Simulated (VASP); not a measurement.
# GaP (F-43m) in VASP: notebook

GaP is run at these levels: LDA; tasks: single point, relaxation of cell and atoms.

All numbers are computed with VASP 6.6.1; they aren't measurements. Logs are shortened: lines on timing, memory, paths and dates and some standing lists are left out, and cuts for length are marked.

**1. The cell of the first run**

The structure is cubic, space group F-43m (No. 216). The conventional cell has a = 5.205 Å, b = 5.205 Å, c = 5.205 Å, α = 90.00°, β = 90.00°, γ = 90.00°. Within 3.0 Å of Ga (site symmetry -43m) lie 4 P at 2.25 Å. Within 3.0 Å of P (site symmetry -43m) lie 4 Ga at 2.25 Å.

**2. Single point, LDA**

Input file INCAR:

```
SYSTEM = GaP
  PREC = Accurate
  ENCUT = 520
  EDIFF = 1E-7
  ISMEAR = 0
  SIGMA = 0.01
  LREAL = .False.
  LASPH = .True.
  NELM = 60
  ALGO = Normal
  ISIF = 2
  LWAVE = .False.
  LCHARG = .False.
  GGA = CA
  NBANDS = 16
```

Input file KPOINTS:

```
regular mesh
0
Gamma
  8 8 8
  0 0 0
```

Input file POSCAR:

```
GaP
1.0
    0.0000000000      2.6024402569      2.6024402569
    2.6024402569      0.0000000000      2.6024402569
    2.6024402569      2.6024402569      0.0000000000
Ga P
1 1
Direct
    0.0000000000      0.0000000000      0.0000000000
    0.7500000000      0.7500000000      0.7500000000
```

Potentials or basis: VASP PAW LDA potentials, release 64 (Ga_d, P).

Run with:

```
$ cat potpaw_LDA.64/Ga_d/POTCAR potpaw_LDA.64/P/POTCAR > POTCAR
$ mpirun -np 1 vasp_std > vasp.out
```

OUTCAR:

```text
SYSTEM = GaP
   PREC = Accurate
   ENCUT = 520
   EDIFF = 1E-7
   ISMEAR = 0
   LREAL = .False.
   LASPH = .True.
   NELM = 60
   ISIF = 2
   GGA = CA

 ion  position               nearest neighbor table
   1  0.000  0.000  0.000-   2 2.25   2 2.25   2 2.25   2 2.25
   2  0.750  0.750  0.750-   1 2.25   1 2.25   1 2.25   1 2.25

  LATTYP: Found a face centered cubic cell.
 ALAT       =     5.2048805138

  Lattice vectors:

 A1 = (   0.0000000000,   2.6024402569,   2.6024402569)
 A2 = (   2.6024402569,   0.0000000000,   2.6024402569)
 A3 = (   2.6024402569,   2.6024402569,   0.0000000000)

Analysis of symmetry for initial positions (statically):
=====================================================================
 Subroutine PRICEL returns:
 Original cell was already a primitive cell.

 Routine SETGRP: Setting up the symmetry group for a
 face centered cubic supercell.

 Subroutine GETGRP returns: Found 24 space group operations
 (whereof 24 operations were pure point group operations)
 out of a pool of 48 trial point group operations.

The static configuration has the point symmetry T_d .

Analysis of symmetry for dynamics (positions and initial velocities):
=====================================================================
 Subroutine PRICEL returns:
 Original cell was already a primitive cell.

 Routine SETGRP: Setting up the symmetry group for a
 face centered cubic supercell.

 Subroutine GETGRP returns: Found 24 space group operations
 (whereof 24 operations were pure point group operations)
 out of a pool of 48 trial point group operations.

The dynamic configuration has the point symmetry T_d .

 Subroutine INISYM returns: Found 24 space group operations
 (whereof 24 operations are pure point group operations),
 and found     1 'primitive' translations

----------------------------------------------------------------------------------------

                                     Primitive cell

  volume of cell :      35.2511

  direct lattice vectors                    reciprocal lattice vectors
     0.000000000  2.602440257  2.602440257    -0.192127369  0.192127369  0.192127369
     2.602440257  0.000000000  2.602440257     0.192127369 -0.192127369  0.192127369
     2.602440257  2.602440257  0.000000000     0.192127369  0.192127369 -0.192127369

  length of vectors
     3.680406307  3.680406307  3.680406307     0.332774365  0.332774365  0.332774365

  position of ions in fractional coordinates (direct lattice)
     0.000000000  0.000000000  0.000000000
     0.750000000  0.750000000  0.750000000

[... 77 lines left out ...]
   LREAL  =      F    real-space projection
   EDIFFG = 0.1E-05   stopping-criterion for IOM
   NSW    =      0    number of steps for IOM
   IBRION =     -1    ionic relax: 0-MD 1-quasi-New 2-CG
   NFREE  =      0    steps in history (QN), initial steepest desc. (CG)
   ISIF   =      2    stress and relaxation
   ISYM   =      2    0-nonsym 1-usesym 2-fastsym
   POTIM  = 0.5000    time-step for ionic-motion
   TEBEG  =    0.0;   TEEND  =   0.0 temperature during run
   PSTRESS=    0.0 pullay stress
   NELECT =      18.0000    total number of electrons
   NUPDOWN=      -1.0000    fix difference up-down
   EMIN   =  10.00;   EMAX   =-10.00  energy-range for DOS
   EFERMI =   0.00;   METHOD = LEGACY
   ISMEAR =     0;   SIGMA  =   0.01  broadening in eV -4-tet -1-fermi 0-gaus
   EFERMI_NEDOS =   21; number of points for ismear=-14 and -15
   IALGO  =     38    algorithm
   IMIX   =      4    mixing-type and parameters
     AMIX     =   0.40;   BMIX     =  1.00
     AMIX_MAG =   1.60;   BMIX_MAG =  1.00
  volume/ion in A,a.u.               =      17.63       118.94
  Fermi-wavevector in a.u.,A,eV,Ry     =   1.308504  2.472713 23.295643  1.712181
  Thomas-Fermi vector in A             =   2.439166
   LORBIT       =      0    0 simple, 1 ext, 2 COOP (PROOUT), +10 PAW based schemes
   GGA     = CA    functional components
   LHFCALC =     F    Hartree Fock is set to
   AEXX    =    0.0000 exact exchange contribution
   IVDW    =     0    specifies the selected vdW correction
   LEPSILON=     F    determine dielectric tensor
   LRPA    =     F    only Hartree local field effects (RPA)
 non-spin polarized calculation
 Gauss-broadening in eV      SIGMA  =   0.01
  energy-cutoff  :      520.00
  volume of cell :       35.25
 maximum number of plane-waves:       960
   NGX = 13   NGY = 13   NGZ = 13

 number of electron      18.0000014 magnetization

 Free energy of the ion-electron system (eV)
  ---------------------------------------------------
  ext. energy  EPLUGINS =         0.00000000
  ---------------------------------------------------
  free energy    TOTEN  =       -10.31327758 eV

  energy without entropy =      -10.31327758  energy(sigma->0) =      -10.31327758

 E-fermi :   6.1580     XC(G=0): -10.7947

 val. band max:        6.0440834087   @ k =   0.0000   0.0000   0.0000
 cond. band min:       7.2317647906   @ k =   0.5000   0.5000   0.0000
 fundamental gap:      1.1876813819
 Fermi energy:         6.1579991919

 k-point     1 :       0.0000    0.0000    0.0000
  band No.  band energies     occupation
      1      -8.9812      2.00000
      2      -8.9812      2.00000
      3      -8.9812      2.00000
      4      -8.8337      2.00000
      5      -8.8337      2.00000
      6      -7.5960      2.00000
[... 433 lines left out ...]
      3      -8.9160      2.00000
      4      -8.8436      2.00000
      5      -8.8227      2.00000
      6      -4.5264      2.00000
[... 8 lines left out ...]
     15      18.3885      0.00000
     16      19.2764      0.00000

 [... further k-points ...]

------------------------ aborting loop because EDIFF is reached ----------------------------------------

  FORCE on cell =-STRESS in cart. coord.  units (eV):
  Direction    XX          YY          ZZ          XY          YZ          ZX
  --------------------------------------------------------------------------------------
  -------------------------------------------------------------------------------------
  Total        2.6761267      2.6761267      2.6761267      0.0000000     -0.0000000     -0.0000000
  in kB      121.6311878    121.6311878    121.6311878      0.0000000     -0.0000000     -0.0000000
  external PRESSURE =     121.6311878 kB  Pullay stress =       0.0000000 kB

 VOLUME and BASIS-vectors are now :
 -----------------------------------------------------------------------------
  energy-cutoff  :      520.00
  volume of cell :       35.25
      direct lattice vectors                 reciprocal lattice vectors
     0.000000000  2.602440257  2.602440257    -0.192127369  0.192127369  0.192127369
     2.602440257  0.000000000  2.602440257     0.192127369 -0.192127369  0.192127369
     2.602440257  2.602440257  0.000000000     0.192127369  0.192127369 -0.192127369

 POSITION                                       TOTAL-FORCE (eV/Angst)
 -----------------------------------------------------------------------------------
      0.00000      0.00000      0.00000        -0.000000      0.000000     -0.000000
      3.90366      3.90366      3.90366         0.000000     -0.000000      0.000000
 -----------------------------------------------------------------------------------
    total drift:                               -0.000001     -0.000001     -0.000001

  FREE ENERGIE OF THE ION-ELECTRON SYSTEM (eV)
  ---------------------------------------------------
  free  energy   TOTEN  =       -10.3132775801 eV

  energy  without entropy=      -10.3132775801  energy(sigma->0) =      -10.31327758
```

OSZICAR:

```text
N       E                     dE             d eps       ncg     rms          rms(c)
DAV:   1     0.765304913488E+02    0.76530E+02   -0.89141E+03   968   0.171E+03
DAV:   2    -0.515469781174E+01   -0.81685E+02   -0.77806E+02  1064   0.304E+02
DAV:   3    -0.106170743549E+02   -0.54624E+01   -0.54448E+01  1136   0.625E+01
DAV:   4    -0.107030125021E+02   -0.85938E-01   -0.85922E-01  1120   0.829E+00
DAV:   5    -0.107046913090E+02   -0.16788E-02   -0.16788E-02  1184   0.106E+00    0.511E+00
DAV:   6    -0.103824153007E+02    0.32228E+00   -0.38645E-01  1448   0.123E+01    0.336E+00
DAV:   7    -0.103177408403E+02    0.64674E-01   -0.11717E-01  1304   0.260E+00    0.120E+00
DAV:   8    -0.103133671252E+02    0.43737E-02   -0.13754E-02  1088   0.134E+00    0.311E-01
DAV:   9    -0.103132888972E+02    0.78228E-04   -0.11739E-03  1392   0.404E-01    0.647E-02
DAV:  10    -0.103132725124E+02    0.16385E-04   -0.62372E-05  1400   0.118E-01    0.236E-02
DAV:  11    -0.103132779220E+02   -0.54096E-05   -0.11986E-05  1184   0.468E-02    0.106E-02
DAV:  12    -0.103132776198E+02    0.30222E-06   -0.60560E-07  1256   0.874E-03    0.686E-03
DAV:  13    -0.103132775801E+02    0.39717E-07   -0.24167E-07  1056   0.508E-03
   1 F= -.10313278E+02 E0= -.10313278E+02  d E =-.145051E-60
```

stdout:

```text
POSCAR found type information on POSCAR GaP
 POSCAR found :  2 types and       2 ions
 scaLAPACK will be used
 LDA part: xc-table for (Slater(with rela. corr.)+CA(PZ))
 , standard interpolation
 POSCAR, INCAR and KPOINTS ok, starting setup
 FFT: planning ... GRIDC
 FFT: planning ... GRID_SOFT
 FFT: planning ... GRID
 WAVECAR not read
 entering main loop
```

Wall time 26 s (1 thread of Intel Xeon 8259CL, shared host); peak memory 0.14 GiB.

Results:

- Free energy: -10.3133 eV
- Pressure: 12.2 GPa
- Band gap on the k mesh: 1.19 eV (least direct gap 2.81 eV)

Levels at points of the mesh, in eV from the valence-band top:
| k point | band 7 | band 8 | band 9 | band 10 | band 11 | band 12 |
| --- | --- | --- | --- | --- | --- | --- |
| (0.00, 0.00, 0.00) | 0.00 | 0.00 | 0.00 | 2.81 | 3.73 | 3.73 |
| (0.50, 0.00, 0.00) | -7.58 | -1.35 | -1.35 | 1.95 | 4.56 | 4.56 |
| (0.50, 0.50, 0.00) | -7.54 | -3.23 | -3.23 | 1.19 | 1.50 | 11.50 |

Caveat: the cell stands under pressure.

(Part 1 of 2 ends here.)
